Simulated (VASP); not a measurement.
# Br (Fd-3m) in VASP: further runs

The runs below take Br through single point, with r2SCAN.

Program: VASP 6.6.1. These are calculated values, not measurements. Logs are shortened: lines on timing, memory, paths and dates and some standing lists are left out, and cuts for length are marked.

### 1 The cell of the first run

Symmetry: Fd-3m, No. 227, cubic system. The conventional cell has a = 6.991 Å, b = 6.991 Å, c = 6.991 Å, α = 90.00°, β = 90.00°, γ = 90.00°. Br (site symmetry -43m) has 4 Br at 3.03 Å within 4.0 Å.

### 2 Single point, r2SCAN

POSCAR

```
Br
1.0
    0.0000000000      3.4953859827      3.4953859827
    3.4953859827      0.0000000000      3.4953859827
    3.4953859827      3.4953859827      0.0000000000
Br
2
Direct
    1.0000000000      1.0000000000      1.0000000000
    0.2500000000      0.2500000000      0.2500000000
```

INCAR.step1

```
SYSTEM = Br
ALGO = Normal
EDIFF = 1E-4
ENCUT = 520
GGA = PE
ISMEAR = -1
LASPH = .True.
LCHARG = .False.
LREAL = .False.
LWAVE = .True.
NBANDS = 14
NELM = 80
PREC = Accurate
SIGMA = 0.05
```

INCAR.step2

```
SYSTEM = Br
ALGO = Normal
EDIFF = 1E-6
ENCUT = 520
ISIF = 2
ISMEAR = -1
ISTART = 1
LASPH = .True.
LCHARG = .False.
LMIXTAU = .True.
LREAL = .False.
LWAVE = .False.
METAGGA = R2SCAN
NBANDS = 14
NELM = 80
PREC = Accurate
SIGMA = 0.05
```

KPOINTS

```
k-points
0
Gamma
  6 6 6
  0 0 0
```

Potentials or basis: VASP PAW PBE potentials, release 64 (Br).

Launch:

```
$ cat potpaw_PBE.64/Br/POTCAR > POTCAR
$ cp INCAR.step1 INCAR
$ mpirun -np 1 vasp_std > vasp.out
$ cp INCAR.step2 INCAR
$ mpirun -np 1 vasp_std > vasp.out
```

OUTCAR:

```text
SYSTEM = Br
   EDIFF = 1E-6
   ENCUT = 520
   ISIF = 2
   ISMEAR = -1
   ISTART = 1
   LASPH = .True.
   LREAL = .False.
   METAGGA = R2SCAN
   NELM = 80
   PREC = Accurate

 ion  position               nearest neighbor table
   1  0.000  0.000  0.000-
   2  0.250  0.250  0.250-

  LATTYP: Found a face centered cubic cell.
 ALAT       =     6.9907719654

  Lattice vectors:

 A1 = (   0.0000000000,   3.4953859827,   3.4953859827)
 A2 = (   3.4953859827,   0.0000000000,   3.4953859827)
 A3 = (   3.4953859827,   3.4953859827,   0.0000000000)

Analysis of symmetry for initial positions (statically):
=====================================================================
 Subroutine PRICEL returns:
 Original cell was already a primitive cell.

 Routine SETGRP: Setting up the symmetry group for a
 face centered cubic supercell.

 Subroutine GETGRP returns: Found 48 space group operations
 (whereof 24 operations were pure point group operations)
 out of a pool of 48 trial point group operations.

The static configuration has the point symmetry T_d .
 The point group associated with its full space group is O_h .

Analysis of symmetry for dynamics (positions and initial velocities):
=====================================================================
 Subroutine PRICEL returns:
 Original cell was already a primitive cell.

 Routine SETGRP: Setting up the symmetry group for a
 face centered cubic supercell.

 Subroutine GETGRP returns: Found 48 space group operations
 (whereof 24 operations were pure point group operations)
 out of a pool of 48 trial point group operations.

The dynamic configuration has the point symmetry T_d .
 The point group associated with its full space group is O_h .

 Subroutine INISYM returns: Found 48 space group operations
 (whereof 24 operations are pure point group operations),
 and found     1 'primitive' translations

----------------------------------------------------------------------------------------

                                     Primitive cell

  volume of cell :      85.4113

  direct lattice vectors                    reciprocal lattice vectors
     0.000000000  3.495385983  3.495385983    -0.143045719  0.143045719  0.143045719
     3.495385983  0.000000000  3.495385983     0.143045719 -0.143045719  0.143045719
     3.495385983  3.495385983  0.000000000     0.143045719  0.143045719 -0.143045719

  length of vectors
     4.943222262  4.943222262  4.943222262     0.247762453  0.247762453  0.247762453

  position of ions in fractional coordinates (direct lattice)
     0.000000000  0.000000000  0.000000000
     0.250000000  0.250000000  0.250000000

  ion indices of the primitive-cell ions
   primitive index   ion index
                 1           1
                 2           2

----------------------------------------------------------------------------------------

 KPOINTS: k-points

Automatic generation of k-mesh.
 Grid dimensions read from file:
 generate k-points for:    6    6    6

 Generating k-lattice:

  Cartesian coordinates                     Fractional coordinates (reciprocal lattice)
    -0.023840953  0.023840953  0.023840953     0.166666667  0.000000000  0.000000000
     0.023840953 -0.023840953  0.023840953     0.000000000  0.166666667  0.000000000
     0.023840953  0.023840953 -0.023840953     0.000000000  0.000000000  0.166666667

  Length of vectors
     0.041293742  0.041293742  0.041293742

  Shift w.r.t. Gamma in fractional coordinates (k-lattice)
     0.000000000  0.000000000  0.000000000

 Subroutine IBZKPT returns following result:
 ===========================================

 Found     16 irreducible k-points:

 Following reciprocal coordinates:
            Coordinates               Weight
  0.000000  0.000000  0.000000      1.000000
  0.166667  0.000000  0.000000      8.000000
  0.333333  0.000000  0.000000      8.000000
  0.500000  0.000000  0.000000      4.000000
  0.166667  0.166667  0.000000      6.000000
  0.333333  0.166667  0.000000     24.000000
[... 8 lines left out ...]
 -0.333333  0.333333  0.166667     24.000000
 -0.333333  0.500000  0.166667     12.000000
   k-points           NKPTS =     16   k-points in BZ     NKDIM =     16   number of bands    NBANDS=     14
   number of dos      NEDOS =    301   number of ions     NIONS =      2
   total plane-waves  NPLWV =  64000
   dimension x,y,z NGX =    40 NGY =   40 NGZ =   40
   dimension x,y,z NGXF=    80 NGYF=   80 NGZF=   80
   ions per type =               2
   NGX,Y,Z   is equivalent  to a cutoff of  13.45, 13.45, 13.45 a.u.
   NGXF,Y,Z  is equivalent  to a cutoff of  26.90, 26.90, 26.90 a.u.
 SYSTEM =  Br
   PREC   = accura    normal or accurate (medium, high low for compatibility)
   ISTART =      1    job   : 0-new  1-cont  2-samecut
   ICHARG =      0    charge: 1-file 2-atom 10-const
   ISPIN  =      1    spin polarized calculation?
   LNONCOLLINEAR =      F non collinear calculations
   LSORBIT =      F    spin-orbit coupling
   LASPH  =      T    aspherical Exc in radial PAW
   ENCUT  =  520.0 eV  38.22 Ry    6.18 a.u.   9.19  9.19  9.19*2*pi/ulx,y,z
   NELM   =     80;   NELMIN=  2; NELMDL=  0     # of ELM steps
   EDIFF  = 0.1E-05   stopping-criterion for ELM
   LREAL  =      F    real-space projection
   EDIFFG = 0.1E-04   stopping-criterion for IOM
   NSW    =      0    number of steps for IOM
   IBRION =     -1    ionic relax: 0-MD 1-quasi-New 2-CG
   NFREE  =      0    steps in history (QN), initial steepest desc. (CG)
   ISIF   =      2    stress and relaxation
   ISYM   =      2    0-nonsym 1-usesym 2-fastsym
   POTIM  = 0.5000    time-step for ionic-motion
   TEBEG  =    0.0;   TEEND  =   0.0 temperature during run
   PSTRESS=    0.0 pullay stress
   NELECT =      14.0000    total number of electrons
   NUPDOWN=      -1.0000    fix difference up-down
   EMIN   =  10.00;   EMAX   =-10.00  energy-range for DOS
   EFERMI =   0.00;   METHOD = LEGACY
   ISMEAR =    -1;   SIGMA  =   0.05  broadening in eV -4-tet -1-fermi 0-gaus
   EFERMI_NEDOS =   21; number of points for ismear=-14 and -15
   IALGO  =     38    algorithm
   IMIX   =      4    mixing-type and parameters
     AMIX     =   0.40;   BMIX     =  1.00
     AMIX_MAG =   1.60;   BMIX_MAG =  1.00
  volume/ion in A,a.u.               =      42.71       288.19
  Fermi-wavevector in a.u.,A,eV,Ry     =   0.895940  1.693082 10.921518  0.802709
  Thomas-Fermi vector in A             =   2.018336
   LORBIT       =      0    0 simple, 1 ext, 2 COOP (PROOUT), +10 PAW based schemes
   METAGGA = R2SCAN    functional components
   LHFCALC =     F    Hartree Fock is set to
   AEXX    =    0.0000 exact exchange contribution
   IVDW    =     0    specifies the selected vdW correction
   LEPSILON=     F    determine dielectric tensor
   LRPA    =     F    only Hartree local field effects (RPA)
 non-spin polarized calculation
  energy-cutoff  :      520.00
  volume of cell :       85.41
 maximum number of plane-waves:      2332
 NGX is ok and might be reduce to    40
   NGX = 19   NGY = 19   NGZ = 19

 number of electron      13.9999997 magnetization

 Free energy of the ion-electron system (eV)
  ---------------------------------------------------
  ext. energy  EPLUGINS =         0.00000000
  ---------------------------------------------------
  free energy    TOTEN  =       -24.96015627 eV

  energy without entropy =      -24.91921636  energy(sigma->0) =      -24.93968632

 E-fermi :  -1.6237     XC(G=0):  -7.1945

 val. band max:       -1.6678018932   @ k =   0.5000   0.3333   0.1667
 cond. band min:      -1.6178857941   @ k =  -0.3333   0.3333   0.0000
 fundamental gap:      0.0499160991
 Fermi energy:        -1.6237164873

 k-point     1 :       0.0000    0.0000    0.0000
  band No.  band energies     occupation
      1     -17.2455      2.00000
      2     -15.1367      2.00000
      3      -4.4014      2.00000
      4      -4.4014      2.00000
      5      -4.4014      2.00000
      6      -2.5214      2.00000
      7      -2.5214      2.00000
      8      -2.5214      2.00000
      9       4.0075      0.00000
     10       8.1572      0.00000
     11       8.1572      0.00000
     12       9.4505      0.00000
     13       9.4505      0.00000
     14       9.4505      0.00000

 k-point     2 :       0.1667    0.0000    0.0000
  band No.  band energies     occupation
      1     -17.1562      2.00000
      2     -15.2629      2.00000
      3      -4.5204      2.00000
      4      -4.5204      2.00000
      5      -4.5097      2.00000
      6      -2.3904      2.00000
      7      -2.3592      2.00000
      8      -2.3592      2.00000
      9       4.5249      0.00000
     10       7.7319      0.00000
     11       7.7319      0.00000
     12       8.9353      0.00000
     13      10.4981      0.00000
     14      10.4981      0.00000

 k-point     3 :       0.3333    0.0000    0.0000
  band No.  band energies     occupation
      1     -16.9334      2.00000
      2     -15.5578      2.00000
      3      -4.7456      2.00000
      4      -4.7153      2.00000
      5      -4.7153      2.00000
      6      -2.0819      1.99979
      7      -2.0819      1.99979
      8      -2.0257      1.99936
      9       5.5353      0.00000
     10       7.6326      0.00000
     11       7.6326      0.00000
     12       7.8394      0.00000
     13      10.1559      0.00000
     14      10.5015      0.00000

 k-point     4 :       0.5000    0.0000    0.0000
  band No.  band energies     occupation
      1     -16.7783      2.00000
      2     -15.7482      2.00000
      3      -4.8646      2.00000
      4      -4.7984      2.00000
      5      -4.7984      2.00000
      6      -1.9596      1.99759
      7      -1.9596      1.99759
      8      -1.8000      1.94287
      9       6.3329      0.00000
     10       6.6689      0.00000
     11       7.8497      0.00000
     12       7.8497      0.00000
     13       9.7593      0.00000
     14       9.7593      0.00000

 k-point     5 :       0.1667    0.1667    0.0000
  band No.  band energies     occupation
      1     -17.1241      2.00000
      2     -15.3069      2.00000
      3      -4.6733      2.00000
      4      -4.6733      2.00000
      5      -4.2360      2.00000
      6      -2.7346      2.00000
      7      -2.1518      1.99995
      8      -2.1518      1.99995
      9       4.7106      0.00000
     10       6.8656      0.00000
     11       8.4834      0.00000
[... 140 lines left out ...]
 k-point    14 :       0.5000    0.3333    0.1667
  band No.  band energies     occupation
      1     -16.7168      2.00000
      2     -15.8197      2.00000
      3      -5.2495      2.00000
      4      -4.9967      2.00000
      5      -3.9373      2.00000
      6      -2.8113      2.00000
      7      -1.6678      1.41435
      8      -1.4929      0.13609
      9       5.9082      0.00000
     10       6.2090      0.00000
     11       8.4053      0.00000
     12       8.9312      0.00000
     13      10.6136      0.00000
     14      10.6190      0.00000

 k-point    15 :      -0.3333    0.3333    0.1667
  band No.  band energies     occupation
      1     -16.5367      2.00000
      2     -16.0222      2.00000
      3      -5.3670      2.00000
      4      -5.0877      2.00000
      5      -3.8055      2.00000
      6      -2.8097      2.00000
      7      -1.5736      0.53682
      8      -1.3868      0.01734
      9       5.8094      0.00000
     10       6.2294      0.00000
     11       8.3622      0.00000
     12       9.1053      0.00000
     13      10.2818      0.00000
     14      11.5134      0.00000

 k-point    16 :      -0.3333    0.5000    0.1667
  band No.  band energies     occupation
      1     -16.2849      2.00000
      2     -16.2849      2.00000
      3      -5.2781      2.00000
      4      -5.2781      2.00000
      5      -3.3504      2.00000
      6      -3.3504      2.00000
      7      -1.3589      0.00997
      8      -1.3589      0.00997
      9       5.8815      0.00000
     10       5.8815      0.00000
     11       9.3040      0.00000
     12       9.3040      0.00000
     13      10.8001      0.00000
     14      10.8001      0.00000

------------------------ aborting loop because EDIFF is reached ----------------------------------------

  FORCE on cell =-STRESS in cart. coord.  units (eV):
  Direction    XX          YY          ZZ          XY          YZ          ZX
  --------------------------------------------------------------------------------------
  -------------------------------------------------------------------------------------
  Total       -0.1038520     -0.1038520     -0.1038520     -0.0000000      0.0000000     -0.0000000
  in kB       -1.9480942     -1.9480942     -1.9480942     -0.0000000      0.0000000     -0.0000000
  external PRESSURE =      -1.9480942 kB  Pullay stress =       0.0000000 kB

 VOLUME and BASIS-vectors are now :
 -----------------------------------------------------------------------------
  energy-cutoff  :      520.00
  volume of cell :       85.41
      direct lattice vectors                 reciprocal lattice vectors
     0.000000000  3.495385983  3.495385983    -0.143045719  0.143045719  0.143045719
     3.495385983  0.000000000  3.495385983     0.143045719 -0.143045719  0.143045719
     3.495385983  3.495385983  0.000000000     0.143045719  0.143045719 -0.143045719

 POSITION                                       TOTAL-FORCE (eV/Angst)
 -----------------------------------------------------------------------------------
      0.00000      0.00000      0.00000         0.000000      0.000000      0.000000
      1.74769      1.74769      1.74769        -0.000000     -0.000000     -0.000000
 -----------------------------------------------------------------------------------
    total drift:                               -0.000000      0.000000      0.000000

  FREE ENERGIE OF THE ION-ELECTRON SYSTEM (eV)
  ---------------------------------------------------
  free  energy   TOTEN  =       -24.9601562729 eV

  energy  without entropy=      -24.9192163633  energy(sigma->0) =      -24.93968632
```

It took 2.2 min on 1 thread of Intel Xeon 8259CL, shared host; peak memory 0.25 GiB.

What came out:

```
Free energy            : -24.9602 eV
Pressure               : -0.2 GPa
Band gap on the k mesh : zero (bands 7 and 8 overlap by 1.25 eV)
```

Levels at points of the mesh, in eV from the Fermi level:
| k point | band 3 | band 4 | band 5 | band 6 | band 7 | band 8 | band 9 | band 10 | band 11 | band 12 |
| --- | --- | --- | --- | --- | --- | --- | --- | --- | --- | --- |
| (0.00, 0.00, 0.00) | -2.78 | -2.78 | -2.78 | -0.90 | -0.90 | -0.90 | 5.63 | 9.78 | 9.78 | 11.07 |
| (0.50, 0.00, 0.00) | -3.24 | -3.17 | -3.17 | -0.34 | -0.34 | -0.18 | 7.96 | 8.29 | 9.47 | 9.47 |
| (0.50, 0.50, 0.00) | -3.59 | -3.59 | -1.87 | -1.87 | 0.35 | 0.35 | 7.53 | 7.53 | 11.29 | 11.29 |

Caveat: the PAW data sets were made with another functional, which shifts forces and pressure a little.

### 3 Single point, r2SCAN

This run uses another cell than the first one, of 41.86 Å³/atom.

POSCAR

```
Br
1.0
    0.0000000000      3.4721601407      3.4721601407
    3.4721601407      0.0000000000      3.4721601407
    3.4721601407      3.4721601407      0.0000000000
Br
2
Direct
    1.0000000000      1.0000000000      1.0000000000
    0.2500000000      0.2500000000      0.2500000000
```

INCAR.step1

```
SYSTEM = Br
  PREC = Accurate
  ENCUT = 520
  ISMEAR = -1
  SIGMA = 0.05
  LREAL = .False.
  LASPH = .True.
  NELM = 60
  NBANDS = 14
  GGA = PE
  ALGO = Normal
  EDIFF = 1E-4
  LWAVE = .True.
  LCHARG = .False.
```

INCAR.step2

```
SYSTEM = Br
  PREC = Accurate
  ENCUT = 520
  EDIFF = 1E-6
  ISMEAR = -1
  SIGMA = 0.05
  LREAL = .False.
  LASPH = .True.
  NELM = 60
  ALGO = Normal
  ISIF = 2
  LWAVE = .False.
  LCHARG = .True.
  METAGGA = R2SCAN
  LMIXTAU = .True.
  LELF = .True.
  LVHAR = .True.
  NBANDS = 14
  ISTART = 1
```

KPOINTS

```
regular mesh
0
Gamma
  7 7 7
  0 0 0
```

Potentials or basis: VASP PAW PBE potentials, release 64 (Br).

Launch:

```
$ cat potpaw_PBE.64/Br/POTCAR > POTCAR
$ cp INCAR.step1 INCAR
$ mpirun -np 1 vasp_std > vasp.out
$ cp INCAR.step2 INCAR
$ mpirun -np 1 vasp_std > vasp.out
```

It took 2.2 min on 1 thread of Intel Xeon 8259CL, shared host; peak memory 0.25 GiB.

Results (log left out):

- Free energy: -24.9594 eV
- Pressure: 0.1 GPa
- Band gap on the k mesh: zero (bands 7 and 8 overlap by 1.24 eV)

Levels at points of the mesh, in eV from the Fermi level:
```
           k point  band 4  band 5  band 6  band 7  band 8  band 9  band 10  band 11
(0.00, 0.00, 0.00)   -2.85   -2.85   -0.93   -0.93   -0.93    5.60     9.74     9.74
```

Caveat: the PAW data sets were made with another functional, which shifts forces and pressure a little.

### 4 Single point, r2SCAN

This run uses another cell than the first one, of 42.28 Å³/atom.

POSCAR

```
Br
1.0
    0.0000000000      3.4838117721      3.4838117721
    3.4838117721      0.0000000000      3.4838117721
    3.4838117721      3.4838117721      0.0000000000
Br
2
Direct
    1.0000000000      1.0000000000      1.0000000000
    0.2500000000      0.2500000000      0.2500000000
```

INCAR.step1

```
SYSTEM = Br
  PREC = Accurate
  ENCUT = 520
  ISMEAR = -1
  SIGMA = 0.05
  LREAL = .FALSE.
  LASPH = .TRUE.
  NELM = 80
  NBANDS = 14
  GGA = PE
  ALGO = Normal
  EDIFF = 1E-4
  LWAVE = .TRUE.
  LCHARG = .FALSE.
```

INCAR.step2

```
SYSTEM = Br
  PREC = Accurate
  ENCUT = 520
  EDIFF = 1E-7
  ISMEAR = -1
  SIGMA = 0.05
  LREAL = .FALSE.
  LASPH = .TRUE.
  NELM = 80
  ALGO = Normal
  ISIF = 2
  LWAVE = .FALSE.
  LCHARG = .TRUE.
  METAGGA = R2SCAN
  LMIXTAU = .TRUE.
  LELF = .TRUE.
  LVHAR = .TRUE.
  NBANDS = 14
  ISTART = 1
```

KPOINTS

```
Automatic mesh
0
G
  7 7 7
  0 0 0
```

Launch:

```
$ cat potpaw_PBE.64/Br/POTCAR > POTCAR
$ cp INCAR.step1 INCAR
$ mpirun -np 1 vasp_std > vasp.out
$ cp INCAR.step2 INCAR
$ mpirun -np 1 vasp_std > vasp.out
```

Wall time 2.2 min (1 thread of Intel Xeon 8259CL, shared host); peak memory 0.26 GiB.

The run converged. Its results:

```yaml
Free_energy: -24.9597 eV
Pressure: 0.0 GPa
Band_gap_on_the_k_mesh: zero (bands 7 and 8 overlap by 1.22 eV)
```

Levels at points of the mesh, in eV from the Fermi level:
```tsv
k point	band 5	band 6	band 7	band 8	band 9	band 10
(0.00, 0.00, 0.00)	-2.81	-0.91	-0.91	-0.91	5.62	9.77
```

Caveat: the PAW data sets were made with another functional, which shifts forces and pressure a little.

### 5 The runs side by side

| cell | k mesh | gap on the mesh (eV) | pressure (GPa) |
| --- | --- | --- | --- |
| a = 4.943 Å, angles 60.0°, 2 atoms | 6 × 6 × 6 | none | -0.2 |
| a = 4.910 Å, angles 60.0°, 2 atoms | 7 × 7 × 7 | none | 0.1 |
| a = 4.927 Å, angles 60.0°, 2 atoms | 7 × 7 × 7 | none | 0.0 |

Alike in all rows: task single point; level r2SCAN; potentials or basis VASP PAW PBE potentials, release 64 (Br); no spin polarisation; cutoff (eV) 520; smearing fermi-dirac 0.05 eV.

Caveats: the PAW data sets were made with another functional, which shifts forces and pressure a little.

Total energies depend on the potentials used, so only differences within one code and one set of settings carry meaning.
